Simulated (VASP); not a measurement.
Crystal: Co.

```xyz
1
Lattice="0.0000 1.8140 1.8140 1.8140 0.0000 1.8140 1.8140 1.8140 0.0000" Properties=species:S:1:pos:R:3 pbc="T T T"
Co    0.0000    0.0000    0.0000
```

Base run:

```yaml
Program: VASP 6.6.1
Functional: PBE
Potentials_or_basis: VASP PAW PBE potentials, release 64 (Co)
Cutoff: 520 eV
k_mesh: 11 × 11 × 11
Occupations: fermi-dirac, width 0.1 eV
Spin: collinear spin, ferromagnetic start
Starting_moments: "[1.27] μB"
Fixed_moment: 1.27 μB
```

Its results: pressure -19.8 GPa; site moments Co +1.31 μB.

After a change of settings the same cell gave: pressure -25.0 GPa; site moments Co +0.43 μB. Which change was it?
A. fixed moment from 1.27 μB to 0.85 μB; moments at the start from [1.27] to [0.85]
B. fixed moment from 1.27 μB to 2.97 μB; moments at the start from [1.27] to [2.97]
C. fixed moment from 1.27 μB to 3.4 μB; moments at the start from [1.27] to [3.4]
D. fixed moment from 1.27 μB to 0.42 μB; moments at the start from [1.27] to [0.42]

D.

Caveats: the total moment is fixed, so each spin has its own Fermi level.
